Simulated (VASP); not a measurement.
# CdS (Hawleyite) (F-43m) in VASP: settings compared

The runs below take CdS (Hawleyite) through single point, with RPBE, revPBE+D3(BJ), BLYP+D4.

Everything below comes from runs of VASP 6.6.1. Logs are shortened: lines on timing, memory, paths and dates and some standing lists are left out, and cuts for length are marked.

### 1 The cell of the first run

Symmetry: F-43m, No. 216, cubic system. The conventional cell has a = 5.714 Å, b = 5.714 Å, c = 5.714 Å, α = 90.00°, β = 90.00°, γ = 90.00°. Cd (site symmetry -43m) has 4 S at 2.47 Å within 3.3 Å. S (site symmetry -43m) has 4 Cd at 2.47 Å within 3.3 Å.

### 2 Single point, RPBE

File INCAR:

```
ALGO     = Normal         # electronic algorithm
EDIFF    = 1E-6           # SCF threshold, eV
ENCUT    = 520            # plane-wave cutoff, eV
GGA      = RP             # functional
ISIF     = 2              # what is computed and relaxed
ISMEAR   = -1             # smearing method
LASPH    = True           # aspherical terms in the spheres
LCHARG   = False          # write CHGCAR
LREAL    = False          # projectors in reciprocal space
LWAVE    = False          # write WAVECAR
NBANDS   = 16             # bands
NELM     = 100            # most SCF steps
PREC     = Accurate       # precision mode
SIGMA    = 0.05           # smearing width, eV
```

File KPOINTS:

```
k-points
0
Gamma
  8 8 8
```

File POSCAR:

```
CdS
1.0
    0.0000000000      2.8569628861      2.8569628861
    2.8569628861      0.0000000000      2.8569628861
    2.8569628861      2.8569628861      0.0000000000
Cd S
1 1
Direct
    0.0000000000      0.0000000000      0.0000000000
    0.7500000000      0.7500000000      0.7500000000
```

Potentials or basis: VASP PAW PBE potentials, release 64 (Cd, S).

Run with:

```bash
$ cat potpaw_PBE.64/Cd/POTCAR potpaw_PBE.64/S/POTCAR > POTCAR
$ mpirun -np 1 vasp_std > vasp.out
```

OUTCAR:

```text
EDIFF = 1E-6
   ENCUT = 520
   GGA = RP
   ISIF = 2
   ISMEAR = -1
   LASPH = True
   LREAL = False
   NELM = 100
   PREC = Accurate

 ion  position               nearest neighbor table
   1  0.000  0.000  0.000-   2 2.47   2 2.47   2 2.47   2 2.47
   2  0.750  0.750  0.750-   1 2.47   1 2.47   1 2.47   1 2.47

  LATTYP: Found a face centered cubic cell.
 ALAT       =     5.7139257722

  Lattice vectors:

 A1 = (   0.0000000000,   2.8569628861,   2.8569628861)
 A2 = (   2.8569628861,   0.0000000000,   2.8569628861)
 A3 = (   2.8569628861,   2.8569628861,   0.0000000000)

Analysis of symmetry for initial positions (statically):
=====================================================================
 Subroutine PRICEL returns:
 Original cell was already a primitive cell.

 Routine SETGRP: Setting up the symmetry group for a
 face centered cubic supercell.

 Subroutine GETGRP returns: Found 24 space group operations
 (whereof 24 operations were pure point group operations)
 out of a pool of 48 trial point group operations.

The static configuration has the point symmetry T_d .

Analysis of symmetry for dynamics (positions and initial velocities):
=====================================================================
 Subroutine PRICEL returns:
 Original cell was already a primitive cell.

 Routine SETGRP: Setting up the symmetry group for a
 face centered cubic supercell.

 Subroutine GETGRP returns: Found 24 space group operations
 (whereof 24 operations were pure point group operations)
 out of a pool of 48 trial point group operations.

The dynamic configuration has the point symmetry T_d .

 Subroutine INISYM returns: Found 24 space group operations
 (whereof 24 operations are pure point group operations),
 and found     1 'primitive' translations

----------------------------------------------------------------------------------------

                                     Primitive cell

  volume of cell :      46.6384

  direct lattice vectors                    reciprocal lattice vectors
     0.000000000  2.856962886  2.856962886    -0.175011024  0.175011024  0.175011024
     2.856962886  0.000000000  2.856962886     0.175011024 -0.175011024  0.175011024
     2.856962886  2.856962886  0.000000000     0.175011024  0.175011024 -0.175011024

  length of vectors
     4.040355661  4.040355661  4.040355661     0.303127985  0.303127985  0.303127985

  position of ions in fractional coordinates (direct lattice)
[... 77 lines left out ...]
   ENCUT  =  520.0 eV  38.22 Ry    6.18 a.u.   7.51  7.51  7.51*2*pi/ulx,y,z
   NELM   =    100;   NELMIN=  2; NELMDL= -5     # of ELM steps
   EDIFF  = 0.1E-05   stopping-criterion for ELM
   LREAL  =      F    real-space projection
   EDIFFG = 0.1E-04   stopping-criterion for IOM
   NSW    =      0    number of steps for IOM
   IBRION =     -1    ionic relax: 0-MD 1-quasi-New 2-CG
   NFREE  =      0    steps in history (QN), initial steepest desc. (CG)
   ISIF   =      2    stress and relaxation
   ISYM   =      2    0-nonsym 1-usesym 2-fastsym
   POTIM  = 0.5000    time-step for ionic-motion
   TEBEG  =    0.0;   TEEND  =   0.0 temperature during run
   PSTRESS=    0.0 pullay stress
   NELECT =      18.0000    total number of electrons
   NUPDOWN=      -1.0000    fix difference up-down
   EMIN   =  10.00;   EMAX   =-10.00  energy-range for DOS
   EFERMI =   0.00;   METHOD = LEGACY
   ISMEAR =    -1;   SIGMA  =   0.05  broadening in eV -4-tet -1-fermi 0-gaus
   EFERMI_NEDOS =   21; number of points for ismear=-14 and -15
   IALGO  =     38    algorithm
   IMIX   =      4    mixing-type and parameters
     AMIX     =   0.40;   BMIX     =  1.00
     AMIX_MAG =   1.60;   BMIX_MAG =  1.00
  volume/ion in A,a.u.               =      23.32       157.37
  Fermi-wavevector in a.u.,A,eV,Ry     =   1.191931  2.252423 19.329786  1.420699
  Thomas-Fermi vector in A             =   2.327981
   LORBIT       =      0    0 simple, 1 ext, 2 COOP (PROOUT), +10 PAW based schemes
   GGA     = RP    functional components
   LHFCALC =     F    Hartree Fock is set to
   AEXX    =    0.0000 exact exchange contribution
   IVDW    =     0    specifies the selected vdW correction
   LEPSILON=     F    determine dielectric tensor
   LRPA    =     F    only Hartree local field effects (RPA)
 non-spin polarized calculation
  energy-cutoff  :      520.00
  volume of cell :       46.64
 maximum number of plane-waves:      1283
   NGX = 15   NGY = 15   NGZ = 15

 number of electron      18.0000004 magnetization

 Free energy of the ion-electron system (eV)
  ---------------------------------------------------
  ext. energy  EPLUGINS =         0.00000000
  ---------------------------------------------------
  free energy    TOTEN  =        -5.30654749 eV

  energy without entropy =       -5.30654749  energy(sigma->0) =       -5.30654749

 E-fermi :   2.7528     XC(G=0):  -9.2088

 val. band max:        1.9846195493   @ k =   0.0000   0.0000   0.0000
 cond. band min:       3.4492669969   @ k =   0.0000   0.0000   0.0000
 fundamental gap:      1.4646474476
 Fermi energy:         2.7528238275

 k-point     1 :       0.0000    0.0000    0.0000
  band No.  band energies     occupation
      1     -10.7645      2.00000
      2      -5.9904      2.00000
      3      -5.9904      2.00000
      4      -5.9904      2.00000
      5      -5.4232      2.00000
      6      -5.4232      2.00000
[... 433 lines left out ...]
      3      -5.7543      2.00000
      4      -5.4549      2.00000
      5      -5.3916      2.00000
      6      -4.8488      2.00000
[... 8 lines left out ...]
     15      14.5463      0.00000
     16      15.3882      0.00000

 [... further k-points ...]

------------------------ aborting loop because EDIFF is reached ----------------------------------------

  FORCE on cell =-STRESS in cart. coord.  units (eV):
  Direction    XX          YY          ZZ          XY          YZ          ZX
  --------------------------------------------------------------------------------------
  -------------------------------------------------------------------------------------
  Total        3.0312062      3.0312062      3.0312062      0.0000000      0.0000000      0.0000000
  in kB      104.1315347    104.1315347    104.1315347      0.0000000      0.0000000      0.0000000
  external PRESSURE =     104.1315347 kB  Pullay stress =       0.0000000 kB

 VOLUME and BASIS-vectors are now :
 -----------------------------------------------------------------------------
  energy-cutoff  :      520.00
  volume of cell :       46.64
      direct lattice vectors                 reciprocal lattice vectors
     0.000000000  2.856962886  2.856962886    -0.175011024  0.175011024  0.175011024
     2.856962886  0.000000000  2.856962886     0.175011024 -0.175011024  0.175011024
     2.856962886  2.856962886  0.000000000     0.175011024  0.175011024 -0.175011024

 POSITION                                       TOTAL-FORCE (eV/Angst)
 -----------------------------------------------------------------------------------
      0.00000      0.00000      0.00000        -0.000000     -0.000000     -0.000000
      4.28544      4.28544      4.28544         0.000000      0.000000      0.000000
 -----------------------------------------------------------------------------------
    total drift:                                0.000001      0.000001      0.000001

  FREE ENERGIE OF THE ION-ELECTRON SYSTEM (eV)
  ---------------------------------------------------
  free  energy   TOTEN  =        -5.3065474931 eV

  energy  without entropy=       -5.3065474875  energy(sigma->0) =       -5.30654749
```

stdout:

```text
POSCAR found type information on POSCAR CdS
 POSCAR found :  2 types and       2 ions
 scaLAPACK will be used
 -----------------------------------------------------------------------------
|                                                                             |
|                                                                             |
|     You enforced a specific xc type in the INCAR file but a different       |
|     I HOPE YOU KNOW WHAT YOU ARE DOING!                                     |
|                                                                             |
 -----------------------------------------------------------------------------

 LDA part: xc-table for (Slater+PW92), standard interpolation
 POSCAR, INCAR and KPOINTS ok, starting setup
 FFT: planning ... GRIDC
 FFT: planning ... GRID_SOFT
 FFT: planning ... GRID
 WAVECAR not read
 entering main loop
```

Run time: 29 s. Hardware: 1 thread of Intel Xeon 6975P-C, shared host; peak memory 0.18 GiB.

What came out:

| Property | Result |
| --- | --- |
| Free energy | -5.3065 eV |
| Pressure | 10.4 GPa |
| Band gap on the k mesh | 1.46 eV, direct |

Levels at points of the mesh, in eV from the valence-band top:
```
           k point  band 7  band 8  band 9  band 10  band 11  band 12
(0.00, 0.00, 0.00)    0.00    0.00    0.00     1.46     6.60     6.60
(0.50, 0.00, 0.00)   -4.74   -0.84   -0.84     3.24     7.08     7.08
(0.50, 0.50, 0.00)   -4.19   -2.08   -2.08     3.61     4.51     9.71
```

Caveat: the PAW data sets were made with another functional, which shifts forces and pressure a little.

### 3 Single point, revPBE+D3(BJ)

File INCAR:

```
  PREC = Accurate
  ENCUT = 520
  EDIFF = 1E-6
  ISMEAR = -1
  SIGMA = 0.05
  LREAL = F
  LASPH = T
  NELM = 80
  ALGO = Normal
  ISIF = 2
  LWAVE = F
  LCHARG = F
  GGA = RE
  IVDW = 12
  NBANDS = 16
```

File KPOINTS:

```
regular mesh
0
Gamma
  8 8 8
```

POSCAR is that of step 2.

Potentials or basis: VASP PAW PBE potentials, release 64 (Cd, S).

Run with:

```bash
$ cat potpaw_PBE.64/Cd/POTCAR potpaw_PBE.64/S/POTCAR > POTCAR
$ mpirun -np 1 vasp_std > vasp.out
```

Run time: 48 s. Hardware: 1 thread of Intel Xeon 6975P-C, shared host; peak memory 0.18 GiB.

It converged, with:

| Item | Value |
| --- | --- |
| Free energy | -6.6680 eV |
| Pressure | 4.7 GPa |
| Band gap on the k mesh | 1.42 eV, direct |
| Dispersion energy per atom | -0.635 eV |

Levels at points of the mesh, in eV from the valence-band top:
```csv
k point,band 5,band 6,band 7,band 8,band 9,band 10,band 11,band 12,band 13,band 14
"(0.00, 0.00, 0.00)",-7.41,-7.41,0.00,0.00,0.00,1.42,6.58,6.58,6.58,11.56
"(0.50, 0.00, 0.00)",-7.36,-6.97,-4.75,-0.84,-0.84,3.20,7.06,7.06,7.81,11.47
"(0.50, 0.50, 0.00)",-7.30,-6.90,-4.20,-2.09,-2.09,3.57,4.49,9.66,11.24,11.24
```

Caveat: the PAW data sets were made with another functional, which shifts forces and pressure a little. A hybrid or GW would open this gap; revPBE tends to underestimate it.

### 4 Single point, BLYP+D4

File INCAR:

```
SYSTEM = CdS
  PREC = Accurate
  ENCUT = 520
  EDIFF = 1E-6
  ISMEAR = -1
  SIGMA = 0.05
  LREAL = .False.
  LASPH = .True.
  NELM = 100
  ALGO = Normal
  ISIF = 2
  LWAVE = .False.
  LCHARG = .False.
  GGA = B5
  ALDAX = 1.0
  AGGAX = 1.0
  AGGAC = 1.0
  ALDAC = 0.0
  IVDW = 13
  VDW_S6 = 1.0
  VDW_S8 = 2.34076671
  VDW_A1 = 0.44488865
  VDW_A2 = 4.0933009
  NBANDS = 16
```

File KPOINTS:

```
Automatic mesh
0
Gamma
  8 8 8
  0 0 0
```

POSCAR is that of step 3.

Run with:

```bash
$ cat potpaw_PBE.64/Cd/POTCAR potpaw_PBE.64/S/POTCAR > POTCAR
$ mpirun -np 1 vasp_std > vasp.out
```

Run time: 76 s. Hardware: 1 thread of Intel Xeon 6975P-C, shared host; peak memory 0.18 GiB.

It converged, with:

- Free energy: -6.2046 eV
- Pressure: 6.8 GPa
- Band gap on the k mesh: 1.27 eV, direct
- Dispersion energy per atom: -0.631 eV

Levels at points of the mesh, in eV from the valence-band top:
| k point | band 5 | band 6 | band 7 | band 8 | band 9 | band 10 | band 11 | band 12 | band 13 | band 14 |
| --- | --- | --- | --- | --- | --- | --- | --- | --- | --- | --- |
| (0.00, 0.00, 0.00) | -7.46 | -7.46 | 0.00 | 0.00 | 0.00 | 1.27 | 6.54 | 6.54 | 6.54 | 11.66 |
| (0.50, 0.00, 0.00) | -7.42 | -7.03 | -4.76 | -0.84 | -0.84 | 3.10 | 7.05 | 7.05 | 7.74 | 11.42 |
| (0.50, 0.50, 0.00) | -7.36 | -6.96 | -4.23 | -2.09 | -2.09 | 3.55 | 4.43 | 9.55 | 11.12 | 11.12 |

Caveat: the PAW data sets were made with another functional, which shifts forces and pressure a little.

### 5 Single point, RPBE

This run uses another cell than the first one, of 23.82 Å³/atom, 1.021 times its volume.

File INCAR:

```
  ALGO = Normal
  EDIFF = 1E-6
  ENCUT = 520
  GGA = RP
  ISIF = 2
  ISMEAR = -1
  LASPH = T
  LCHARG = T
  LELF = T
  LREAL = F
  LVHAR = T
  LWAVE = F
  NBANDS = 16
  NELM = 80
  PREC = Accurate
  SIGMA = 0.05
```

File KPOINTS:

```
k-points
0
Gamma
  8 8 8
```

File POSCAR:

```
CdS
1.0
    0.0000000000      2.8770830059      2.8770830059
    2.8770830059      0.0000000000      2.8770830059
    2.8770830059      2.8770830059      0.0000000000
Cd S
1 1
Direct
    0.0000000000      0.0000000000      0.0000000000
    0.7500000000      0.7500000000      0.7500000000
```

Potentials or basis: VASP PAW PBE potentials, release 64 (Cd, S).

Run with:

```bash
$ cat potpaw_PBE.64/Cd/POTCAR potpaw_PBE.64/S/POTCAR > POTCAR
$ mpirun -np 1 vasp_std > vasp.out
```

OUTCAR:

```text
EDIFF = 1E-6
   ENCUT = 520
   GGA = RP
   ISIF = 2
   ISMEAR = -1
   LASPH = T
   LREAL = F
   NELM = 80
   PREC = Accurate

 ion  position               nearest neighbor table
   1  0.000  0.000  0.000-   2 2.49   2 2.49   2 2.49   2 2.49
   2  0.750  0.750  0.750-   1 2.49   1 2.49   1 2.49   1 2.49

  LATTYP: Found a face centered cubic cell.
 ALAT       =     5.7541660118

  Lattice vectors:

[... 638 lines left out ...]
     16      15.1251      0.00000

 [... further k-points ...]

------------------------ aborting loop because EDIFF is reached ----------------------------------------

  FORCE on cell =-STRESS in cart. coord.  units (eV):
  Direction    XX          YY          ZZ          XY          YZ          ZX
  --------------------------------------------------------------------------------------
  -------------------------------------------------------------------------------------
  Total        2.5491914      2.5491914      2.5491914      0.0000000      0.0000000      0.0000000
  in kB       85.7483665     85.7483665     85.7483665      0.0000000      0.0000000      0.0000000
  external PRESSURE =      85.7483665 kB  Pullay stress =       0.0000000 kB

 VOLUME and BASIS-vectors are now :
 -----------------------------------------------------------------------------
  energy-cutoff  :      520.00
  volume of cell :       47.63
      direct lattice vectors                 reciprocal lattice vectors
     0.000000000  2.877083006  2.877083006    -0.173787131  0.173787131  0.173787131
     2.877083006  0.000000000  2.877083006     0.173787131 -0.173787131  0.173787131
     2.877083006  2.877083006  0.000000000     0.173787131  0.173787131 -0.173787131

 POSITION                                       TOTAL-FORCE (eV/Angst)
 -----------------------------------------------------------------------------------
      0.00000      0.00000      0.00000        -0.000000     -0.000000     -0.000000
      4.31562      4.31562      4.31562         0.000000      0.000000      0.000000
 -----------------------------------------------------------------------------------
    total drift:                                0.000001      0.000001      0.000001

  FREE ENERGIE OF THE ION-ELECTRON SYSTEM (eV)
  ---------------------------------------------------
  free  energy   TOTEN  =        -5.3654145651 eV

  energy  without entropy=       -5.3654145564  energy(sigma->0) =       -5.36541456
```

OSZICAR:

```text
N       E                     dE             d eps       ncg     rms          rms(c)
DAV:   1     0.110376279191E+03    0.11038E+03   -0.91414E+03   952   0.104E+03
DAV:   2    -0.177842580094E+01   -0.11215E+03   -0.10570E+03  1120   0.256E+02
DAV:   3    -0.587012586992E+01   -0.40917E+01   -0.40848E+01  1176   0.512E+01
DAV:   4    -0.589507462026E+01   -0.24949E-01   -0.24946E-01  1168   0.386E+00
DAV:   5    -0.589540947730E+01   -0.33486E-03   -0.33485E-03  1176   0.421E-01    0.941E+00
DAV:   6    -0.537960698470E+01    0.51580E+00   -0.78762E-01  1352   0.114E+01    0.738E+00
DAV:   7    -0.536055085216E+01    0.19056E-01   -0.24104E-01  1128   0.334E+00    0.343E+00
DAV:   8    -0.536444934611E+01   -0.38985E-02   -0.23272E-02  1088   0.197E+00    0.430E-01
DAV:   9    -0.536491040578E+01   -0.46106E-03   -0.27825E-03  1096   0.780E-01    0.680E-02
DAV:  10    -0.536520163876E+01   -0.29123E-03   -0.37137E-04  1128   0.199E-01    0.683E-02
DAV:  11    -0.536541571477E+01   -0.21408E-03   -0.38469E-04  1016   0.134E-01    0.229E-02
DAV:  12    -0.536541007694E+01    0.56378E-05   -0.28597E-05  1208   0.751E-02    0.136E-02
DAV:  13    -0.536541503202E+01   -0.49551E-05   -0.14999E-05  1056   0.242E-02    0.161E-02
DAV:  14    -0.536541456508E+01    0.46694E-06   -0.50556E-07   976   0.465E-03
   1 F= -.53654146E+01 E0= -.53654146E+01  d E =-.870483E-08
```

Wall time 55 s (1 thread of Intel Xeon 6975P-C, shared host); peak memory 0.17 GiB.

What came out:

| Property | Result |
| --- | --- |
| Free energy | -5.3654 eV |
| Pressure | 8.6 GPa |
| Band gap on the k mesh | 1.42 eV, direct |

Caveat: the PAW data sets were made with another functional, which shifts forces and pressure a little.

### 6 The runs side by side

| level | cell | gap on the mesh (eV) | pressure (GPa) |
| --- | --- | --- | --- |
| RPBE | a = 4.040 Å, angles 60.0°, 2 atoms | 1.46 | 10.4 |
| revPBE+D3(BJ) | a = 4.040 Å, angles 60.0°, 2 atoms | 1.42 | 4.7 |
| BLYP+D4 | a = 4.040 Å, angles 60.0°, 2 atoms | 1.27 | 6.8 |
| RPBE | a = 4.069 Å, angles 60.0°, 2 atoms | 1.42 | 8.6 |

Alike in all rows: task single point; potentials or basis VASP PAW PBE potentials, release 64 (Cd, S); no spin polarisation; k mesh 8 × 8 × 8; cutoff (eV) 520; smearing fermi-dirac 0.05 eV.

On the cell as given the gap runs from 1.27 eV (BLYP+D4) to 1.46 eV (RPBE). The pressure there spans 4.7 GPa (revPBE+D3(BJ)) to 10.4 GPa (RPBE); a positive pressure means that this level wants a larger cell, a negative one a smaller.

Caveats: the PAW data sets were made with another functional, which shifts forces and pressure a little.

Total energies depend on the potentials used, so only differences within one code and one set of settings carry meaning.
